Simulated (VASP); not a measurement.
# W in VASP: notebook

W is run at these levels: PBEsol; tasks: single point.

All numbers are computed with VASP 6.6.1; they aren't measurements. Logs are shortened: lines on timing, memory, paths and dates and some standing lists are left out, and cuts for length are marked.

## Step 1: The cell of the first run

The cell holds a slab with vacuum, 5 atoms: a = 2.732 Å, b = 2.732 Å, c = 23.922 Å, α = 90.00°, β = 90.00°, γ = 109.47°.

## Step 2: Single point, PBEsol

The input, INCAR:

```
PREC     = Accurate       # precision mode
ENCUT    = 520            # plane-wave cutoff, eV
EDIFF    = 1E-6           # SCF threshold, eV
ISMEAR   = 0              # smearing method
SIGMA    = 0.1            # smearing width, eV
LREAL    = F              # projectors in reciprocal space
LASPH    = T              # aspherical terms in the spheres
NELM     = 60             # most SCF steps
ALGO     = Fast           # electronic algorithm
ISIF     = 2              # what is computed and relaxed
LWAVE    = F              # write WAVECAR
LCHARG   = F              # write CHGCAR
LDIPOL   = T            
IDIPOL   = 3            
DIPOL    = 0.5 0.5 0.500
GGA      = PS             # functional
NBANDS   = 43             # bands
```

The input, KPOINTS:

```
regular mesh
0
Gamma
  13 13 1
```

The input, POSCAR:

```
W
1.0
    2.7317561333      0.0000000000      0.0000000000
   -0.9105853778      2.5755243819      0.0000000000
    0.0000000000      0.0000000000     23.9218781711
W
5
Direct
    0.5000000000      0.5000000000      0.3135205332
    0.0000000000      0.0000000000      0.4067602666
    0.5000000000      0.5000000000      0.5000000000
    0.0000000000      0.0000000000      0.5932397334
    0.5000000000      0.5000000000      0.6864794668
```

Potentials or basis: VASP PAW PBE potentials, release 64 (W_sv).

Run with:

```bash
$ cat potpaw_PBE.64/W_sv/POTCAR > POTCAR
$ mpirun -np 1 vasp_std > vasp.out
```

OUTCAR:

```text
PREC = Accurate
   ENCUT = 520
   EDIFF = 1E-6
   ISMEAR = 0
   LREAL = F
   LASPH = T
   NELM = 60
   ISIF = 2
   GGA = PS

 ion  position               nearest neighbor table
   1  0.500  0.500  0.314-   2 2.73   2 2.73   2 3.15   2 3.15
   2  0.000  0.000  0.407-   3 2.73   3 2.73   1 2.73   1 2.73   3 3.15   3 3.15   1 3.15   1 3.15

   3  0.500  0.500  0.500-   2 2.73   4 2.73   2 2.73   4 2.73   2 3.15   4 3.15   2 3.15   4 3.15

   4  0.000  0.000  0.593-   3 2.73   3 2.73   5 2.73   5 2.73   3 3.15   3 3.15   5 3.15   5 3.15

   5  0.500  0.500  0.686-   4 2.73   4 2.73   4 3.15   4 3.15

  LATTYP: Found a base centered orthorhombic cell.
 ALAT       =     3.1543602778
 B/A-ratio  =     1.4142135624
 C/A-ratio  =     7.5837494972

  Lattice vectors:

 A1 = (   2.7317561333,   0.0000000000,   0.0000000000)
 A2 = (  -0.9105853778,   2.5755243819,   0.0000000000)
 A3 = (   0.0000000000,   0.0000000000,  23.9218781711)

Analysis of symmetry for initial positions (statically):
=====================================================================
 Subroutine PRICEL returns:
 Original cell was already a primitive cell.

 Routine SETGRP: Setting up the symmetry group for a
 base centered orthorhombic supercell.

 Subroutine GETGRP returns: Found  8 space group operations
 (whereof  8 operations were pure point group operations)
 out of a pool of  8 trial point group operations.

The static configuration has the point symmetry D_2h.

Analysis of symmetry for dynamics (positions and initial velocities):
=====================================================================
 Subroutine PRICEL returns:
 Original cell was already a primitive cell.

 Routine SETGRP: Setting up the symmetry group for a
 base centered orthorhombic supercell.

 Subroutine GETGRP returns: Found  8 space group operations
 (whereof  8 operations were pure point group operations)
 out of a pool of  8 trial point group operations.

The dynamic configuration has the point symmetry D_2h.

 Subroutine INISYM returns: Found  8 space group operations
 (whereof  8 operations are pure point group operations),
 and found     1 'primitive' translations

----------------------------------------------------------------------------------------

                                     Primitive cell

  volume of cell :     168.3073

  direct lattice vectors                    reciprocal lattice vectors
     2.731756133  0.000000000  0.000000000     0.366064887  0.129423482  0.000000000
    -0.910585378  2.575524382  0.000000000     0.000000000  0.388270446  0.000000000
     0.000000000  0.000000000 23.921878171     0.000000000  0.000000000  0.041802738

  length of vectors
     2.731756133  2.731756133 23.921878171     0.388270446  0.388270446  0.041802738

  position of ions in fractional coordinates (direct lattice)
     0.500000000  0.500000000  0.313520533
     0.000000000  0.000000000  0.406760267
     0.500000000  0.500000000  0.500000000
     0.000000000  0.000000000  0.593239733
     0.500000000  0.500000000  0.686479467

  ion indices of the primitive-cell ions
   primitive index   ion index
                 1           1
                 2           2
                 3           3
                 4           4
                 5           5

----------------------------------------------------------------------------------------

 KPOINTS: regular mesh

Automatic generation of k-mesh.
 Grid dimensions read from file:
 generate k-points for:   13   13    1

 Generating k-lattice:

  Cartesian coordinates                     Fractional coordinates (reciprocal lattice)
     0.028158837  0.009955652  0.000000000     0.076923077 -0.000000000  0.000000000
     0.000000000  0.029866957  0.000000000     0.000000000  0.076923077  0.000000000
     0.000000000  0.000000000  0.041802738     0.000000000  0.000000000  1.000000000

  Length of vectors
     0.029866957  0.029866957  0.041802738

  Shift w.r.t. Gamma in fractional coordinates (k-lattice)
     0.000000000  0.000000000  0.000000000

 Subroutine IBZKPT returns following result:
 ===========================================

 Found     49 irreducible k-points:

 Following reciprocal coordinates:
            Coordinates               Weight
  0.000000  0.000000  0.000000      1.000000
  0.076923  0.000000  0.000000      4.000000
  0.153846  0.000000  0.000000      4.000000
  0.230769  0.000000  0.000000      4.000000
  0.307692  0.000000  0.000000      4.000000
  0.384615  0.000000  0.000000      4.000000
[... 16 lines left out ...]
  0.384615  0.153846  0.000000      4.000000
  0.461538  0.153846  0.000000      4.000000
 [... further k-points ...]
   k-points           NKPTS =     49   k-points in BZ     NKDIM =     49   number of bands    NBANDS=     43
   number of dos      NEDOS =    301   number of ions     NIONS =      5
   total plane-waves  NPLWV =  72000
   dimension x,y,z NGX =    20 NGY =   20 NGZ =  180
   dimension x,y,z NGXF=    40 NGYF=   40 NGZF=  360
   ions per type =               5
   NGX,Y,Z   is equivalent  to a cutoff of  12.17, 12.17, 12.51 a.u.
   NGXF,Y,Z  is equivalent  to a cutoff of  24.34, 24.34, 25.02 a.u.
 SYSTEM =  unknown system
   PREC   = accura    normal or accurate (medium, high low for compatibility)
   ISTART =      0    job   : 0-new  1-cont  2-samecut
   ICHARG =      2    charge: 1-file 2-atom 10-const
   ISPIN  =      1    spin polarized calculation?
   LNONCOLLINEAR =      F non collinear calculations
   LSORBIT =      F    spin-orbit coupling
   LASPH  =      T    aspherical Exc in radial PAW
   ENCUT  =  520.0 eV  38.22 Ry    6.18 a.u.   5.08  5.08 44.48*2*pi/ulx,y,z
   NELM   =     60;   NELMIN=  2; NELMDL= -5     # of ELM steps
   EDIFF  = 0.1E-05   stopping-criterion for ELM
   LREAL  =      F    real-space projection
[... 7 lines left out ...]
   TEBEG  =    0.0;   TEEND  =   0.0 temperature during run
   PSTRESS=    0.0 pullay stress
   NELECT =      70.0000    total number of electrons
   NUPDOWN=      -1.0000    fix difference up-down
   EMIN   =  10.00;   EMAX   =-10.00  energy-range for DOS
   EFERMI =   0.00;   METHOD = LEGACY
   ISMEAR =     0;   SIGMA  =   0.10  broadening in eV -4-tet -1-fermi 0-gaus
   EFERMI_NEDOS =   21; number of points for ismear=-14 and -15
   IALGO  =     68    algorithm
   IMIX   =      4    mixing-type and parameters
     AMIX     =   0.40;   BMIX     =  1.00
     AMIX_MAG =   1.60;   BMIX_MAG =  1.00
  volume/ion in A,a.u.               =      33.66       227.16
  Fermi-wavevector in a.u.,A,eV,Ry     =   1.222006  2.309256 20.317551  1.493298
  Thomas-Fermi vector in A             =   2.357168
   LORBIT       =      0    0 simple, 1 ext, 2 COOP (PROOUT), +10 PAW based schemes
   GGA     = PS    functional components
   LHFCALC =     F    Hartree Fock is set to
   AEXX    =    0.0000 exact exchange contribution
   IVDW    =     0    specifies the selected vdW correction
   LEPSILON=     F    determine dielectric tensor
   LRPA    =     F    only Hartree local field effects (RPA)
 non-spin polarized calculation
 RMM-DIIS sequential band-by-band and
 Gauss-broadening in eV      SIGMA  =   0.10
  energy-cutoff  :      520.00
  volume of cell :      168.31
 maximum number of plane-waves:      4582
   NGX = 11   NGY = 11   NGZ = 89

 dipolmoment           0.000000      0.000000      0.000000 electrons x Angstroem

 number of electron      70.0000017 magnetization

 dipolmoment           0.000000      0.000000     -0.000000 electrons x Angstroem

 Free energy of the ion-electron system (eV)
  ---------------------------------------------------
  ext. energy  EPLUGINS =         0.00000000
  ---------------------------------------------------
  free energy    TOTEN  =       -65.83613409 eV

  energy without entropy =      -65.81834569  energy(sigma->0) =      -65.82723989

 E-fermi :   2.7416     XC(G=0):  -7.3477

 val. band max:        2.7378237170   @ k =  -0.1538   0.1538   0.0000
 cond. band min:       2.7502247281   @ k =   0.4615   0.2308   0.0000
 fundamental gap:      0.0124010111
 Fermi energy:         2.7416326180

 k-point     1 :       0.0000    0.0000    0.0000
  band No.  band energies     occupation
      1     -71.4447      2.00000
      2     -71.4162      2.00000
      3     -71.3330      2.00000
      4     -71.2312      2.00000
      5     -71.2304      2.00000
      6     -36.2237      2.00000
[... 35 lines left out ...]
     42       4.7462      0.00000
     43       5.0395      0.00000

 k-point     2 :       0.0769    0.0000    0.0000
  band No.  band energies     occupation
      1     -71.4392      2.00000
      2     -71.4118      2.00000
      3     -71.3299      2.00000
      4     -71.2276      2.00000
      5     -71.2269      2.00000
      6     -36.2035      2.00000
[... 35 lines left out ...]
     42       4.7477      0.00000
     43       4.9916      0.00000

 k-point     3 :       0.1538    0.0000    0.0000
  band No.  band energies     occupation
      1     -71.4238      2.00000
      2     -71.3995      2.00000
      3     -71.3217      2.00000
      4     -71.2177      2.00000
      5     -71.2172      2.00000
      6     -36.1467      2.00000
[... 35 lines left out ...]
     42       4.5692      0.00000
     43       5.0142      0.00000

 k-point     4 :       0.2308    0.0000    0.0000
  band No.  band energies     occupation
      1     -71.4013      2.00000
      2     -71.3822      2.00000
      3     -71.3108      2.00000
      4     -71.2038      2.00000
      5     -71.2036      2.00000
      6     -36.0690      2.00000
[... 863 lines left out ...]
     42       5.8033      0.00000
     43       5.9317      0.00000

 k-point    23 :       0.3846    0.1538    0.0000
  band No.  band energies     occupation
      1     -71.3330      2.00000
      2     -71.3330      2.00000
      3     -71.2846      2.00000
      4     -71.1638      2.00000
      5     -71.1638      2.00000
      6     -36.1978      2.00000
[... 35 lines left out ...]
     42       5.6606      0.00000
     43       6.0252      0.00000

 k-point    24 :       0.4615    0.1538    0.0000
  band No.  band energies     occupation
      1     -71.3302      2.00000
      2     -71.3276      2.00000
      3     -71.2762      2.00000
      4     -71.1577      2.00000
      5     -71.1577      2.00000
      6     -36.2440      2.00000
[... 35 lines left out ...]
     42       5.6205      0.00000
     43       5.9801      0.00000

 [... further k-points ...]

------------------------ aborting loop because EDIFF is reached ----------------------------------------

 vacuum level on the upper side and lower side of the slab       (xc-potential included)        -0.161        -0.161

  FORCE on cell =-STRESS in cart. coord.  units (eV):
  Direction    XX          YY          ZZ          XY          YZ          ZX
  --------------------------------------------------------------------------------------
  -------------------------------------------------------------------------------------
  Total       -5.1565259     -5.6407603     -2.6909595     -0.6848108      0.0000000      0.0000000
  in kB      -49.0868223    -53.6964235    -25.6162104     -6.5189605      0.0000000      0.0000000
  external PRESSURE =     -42.7998187 kB  Pullay stress =       0.0000000 kB

 VOLUME and BASIS-vectors are now :
 -----------------------------------------------------------------------------
  energy-cutoff  :      520.00
  volume of cell :      168.31
      direct lattice vectors                 reciprocal lattice vectors
     2.731756133  0.000000000  0.000000000     0.366064887  0.129423482  0.000000000
    -0.910585378  2.575524382  0.000000000     0.000000000  0.388270446  0.000000000
     0.000000000  0.000000000 23.921878171     0.000000000  0.000000000  0.041802738

 POSITION                                       TOTAL-FORCE (eV/Angst)
 -----------------------------------------------------------------------------------
      0.91059      1.28776      7.50000         0.000000     -0.000000      0.622706
      0.00000      0.00000      9.73047         0.000000      0.000000     -0.655878
      0.91059      1.28776     11.96094         0.000000      0.000000      0.000000
      0.00000      0.00000     14.19141         0.000000     -0.000000      0.655878
      0.91059      1.28776     16.42188        -0.000000      0.000000     -0.622706
 -----------------------------------------------------------------------------------
    total drift:                               -0.000000      0.000000     -0.000000

  FREE ENERGIE OF THE ION-ELECTRON SYSTEM (eV)
  ---------------------------------------------------
  free  energy   TOTEN  =       -65.8361340935 eV

  energy  without entropy=      -65.8183456928  energy(sigma->0) =      -65.82723989

 vacuum level on the upper side and lower side of the slab         7.630         7.630
```

Wall time 12 min (1 thread of AMD EPYC 7R43 (Zen 3), shared host); peak memory 0.37 GiB.

Results:

```yaml
Free_energy: -65.8361 eV
Largest_force: 0.656 eV/Å
Band_gap_on_the_k_mesh: zero (band 35 reaches 3.76 eV, above the bottom of band 36 at 1.96 eV)
```

Forces in eV/Å, atoms in the order of the input:
```
W    0.000  0.000  0.623
W    0.000  0.000 -0.656
W    0.000  0.000  0.000
W    0.000  0.000  0.656
W    0.000  0.000 -0.623
```

Caveat: the PAW data sets were made with another functional, which shifts forces and pressure a little; spin-orbit coupling is left out, which moves the levels of the heavy elements.

## Step 3: Single point, PBEsol

The input, INCAR:

```
PREC = Accurate
ENCUT = 520
EDIFF = 1E-6
ISMEAR = 0
SIGMA = 0.1
LREAL = False
LASPH = True
NELM = 100
ALGO = Fast
ISIF = 2
LWAVE = False
LCHARG = False
LDIPOL = True
IDIPOL = 3
DIPOL = 0.5 0.5 0.500
GGA = PS
NBANDS = 43
```

The input, KPOINTS:

```
Automatic mesh
0
Gamma
  13 13 1
```

The input, POSCAR:

```
W
1.0
    2.7317561333      0.0000000000      0.0000000000
   -0.9105853778      2.5755243819      0.0000000000
    0.0000000000      0.0000000000     23.9218781711
W
5
Direct
    0.5000000000      0.5000000000      0.3165795344
    0.0000000000      0.0000000000      0.4065537785
    0.5000000000      0.5000000000      0.5000000002
    0.0000000000      0.0000000000      0.5934462215
    0.5000000000      0.5000000000      0.6834204655
```

Potentials or basis: VASP PAW PBE potentials, release 64 (W_sv).

Run with:

```bash
$ cat potpaw_PBE.64/W_sv/POTCAR > POTCAR
$ mpirun -np 1 vasp_std > vasp.out
```

Wall time 13 min (1 thread of AMD EPYC 7R43 (Zen 3), shared host); peak memory 0.37 GiB.

The run converged. Its results:

| Property | Result |
| --- | --- |
| Free energy | -65.8834 eV |
| Largest force | 0.041 eV/Å |
| Band gap on the k mesh | zero (band 35 reaches 3.94 eV, above the bottom of band 36 at 2.01 eV) |

Forces in eV/Å, atoms in the order of the input:
```
W    0.000  0.000 -0.041
W    0.000  0.000  0.004
W    0.000  0.000  0.000
W    0.000  0.000 -0.004
W    0.000  0.000  0.041
```

Levels at points of the mesh, in eV from the Fermi level:
| k point | band 33 | band 34 | band 35 | band 36 | band 37 | band 38 |
| --- | --- | --- | --- | --- | --- | --- |
| (0.00, 0.00, 0.00) | -1.24 | -1.19 | -1.00 | -0.05 | -0.01 | 0.75 |

Caveat: the PAW data sets were made with another functional, which shifts forces and pressure a little; spin-orbit coupling is left out, which moves the levels of the heavy elements.

## Step 4: Single point, PBEsol

The input, INCAR:

```
SYSTEM = W
PREC = Accurate ; ENCUT = 520
EDIFF = 1E-6 ; ISMEAR = 0
SIGMA = 0.1 ; LREAL = .FALSE.
LASPH = .TRUE. ; NELM = 60
ALGO = Fast ; ISIF = 2
LWAVE = .FALSE. ; LCHARG = .FALSE.
LDIPOL = .TRUE. ; IDIPOL = 3
DIPOL = 0.5 0.5 0.500 ; GGA = PS
NBANDS = 43
```

The input, KPOINTS:

```
regular mesh
0
G
  13 13 1
  0 0 0
```

The input, POSCAR:

```
W
1.0
    2.7317561333      0.0000000000      0.0000000000
   -0.9105853778      2.5755243819      0.0000000000
    0.0000000000      0.0000000000     23.9218781711
W
5
Direct
    0.5000000000      0.5000000000      0.3135205332
    0.0000000000      0.0000000000      0.4067602666
    0.5000000000      0.5000000000      0.5000000000
    0.0000000000      0.0000000000      0.5932397334
    0.5000000000      0.5000000000      0.6864794668
```

Run with:

```bash
$ cat potpaw_PBE.64/W_sv/POTCAR > POTCAR
$ mpirun -np 1 vasp_std > vasp.out
```

Run time: 12 min. Hardware: 1 thread of AMD EPYC 7R43 (Zen 3), shared host; peak memory 0.38 GiB.

It converged, with:

- Free energy: -65.8361 eV
- Largest force: 0.656 eV/Å
- Band gap on the k mesh: zero (band 35 reaches 3.76 eV, above the bottom of band 36 at 1.96 eV)

Forces on the atoms (eV/Å):
```
W    0.000  0.000  0.623
W    0.000  0.000 -0.656
W    0.000  0.000  0.000
W    0.000  0.000  0.656
W    0.000  0.000 -0.623
```

Levels at points of the mesh, in eV from the Fermi level:
| k point | band 32 | band 33 | band 34 | band 35 | band 36 | band 37 | band 38 | band 39 |
| --- | --- | --- | --- | --- | --- | --- | --- | --- |
| (0.00, 0.00, 0.00) | -1.40 | -1.31 | -1.28 | -0.90 | -0.18 | 0.23 | 0.59 | 1.62 |

Caveat: the PAW data sets were made with another functional, which shifts forces and pressure a little; spin-orbit coupling is left out, which moves the levels of the heavy elements.

[end of part 1 of 2]
